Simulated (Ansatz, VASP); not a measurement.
# Two plane-wave programs on Al5As

File INCAR:

```
PREC = Accurate
ENCUT = 600
EDIFF = 1E-6
ISMEAR = 0
SIGMA = 0.1
LREAL = F
LASPH = T
NELM = 100
ALGO = Fast
ISIF = 3
LWAVE = F
LCHARG = F
GGA = PE
IBRION = 2
NSW = 100
EDIFFG = -0.01
```

File KPOINTS:

```
regular mesh
0
Gamma
  10 10 8
```

POSCAR

```
Al5As
1.0
    2.4796198139     -4.0820923102      0.0000000000
    2.4796198139      4.0820923102      0.0000000000
    0.0000000000      0.0000000000      5.3756752800
Al As
5 1
Direct
    0.0000000000      0.0000000000      0.0000000000
    0.3313416740      0.6686583260      0.2509857543
    0.6686583260      0.3313416740      0.2509857543
    0.3313416740      0.6686583260      0.7490142457
    0.6686583260      0.3313416740      0.7490142457
    0.0000000000      0.0000000000      0.5000000000
```

Input for Ansatz:

```yaml
crystal:
  lattice:
    - [2.4796198139, -4.0820923102, 0.0]
    - [2.4796198139, 4.0820923102, 0.0]
    - [0.0, 0.0, 5.37567528]
  atoms:
    - { symbol: Al, position: [0.0, 0.0, 0.0] }
    - { symbol: Al, position: [0.331341674, 0.668658326, 0.2509857543] }
    - { symbol: Al, position: [0.668658326, 0.331341674, 0.2509857543] }
    - { symbol: Al, position: [0.331341674, 0.668658326, 0.7490142457] }
    - { symbol: Al, position: [0.668658326, 0.331341674, 0.7490142457] }
    - { symbol: As, position: [0.0, 0.0, 0.5] }
basis:
  ecutwfc: 420
kpoints:
  mp_grid: { grid: [10, 10, 8] }
hamiltonian:
  xc: pbe
scf:
  occupations: { method: gaussian, width: 0.1 }
output:
  forces: true
  stress: true
  eigenvalues: true
relax:
  adjacent_minimum: "off"
  f_tol: 0.01
  max_steps: 80
  cell: { stress_tol: 0.05 }
```

Alike in both runs: task relaxation of cell and atoms; functional PBE; k mesh 10 × 10 × 8; occupations gaussian, width 0.1 eV; no spin polarisation.

|  | VASP | Ansatz |
| --- | --- | --- |
| version | VASP 6.6.1 | Ansatz 0.2.0 |
| potentials or method | VASP PAW PBE potentials, release 64 (Al, As), cutoff 600 eV | scalar-relativistic, plane waves, PAW |
| valence electrons in the cell | 20 | 30 |

```tsv
	VASP	Ansatz	Ansatz less VASP
gap on the k mesh at the Fermi level, each at its own relaxed structure (eV)	none	none	-
relaxed volume (Å³/atom)	17.92	17.91	-0.005
relaxed cell length with the largest relative difference (Å)	4.576	4.575	-0.0010
```

A gap of «none» marks a metal or a gap that the smearing closes. VASP's potentials hold 20 valence electrons a cell and Ansatz's 30, so a difference there can come from the potentials and not from the codes.

Noted on VASP's run: too few bands were computed for a metal, which touches its energy and stress.
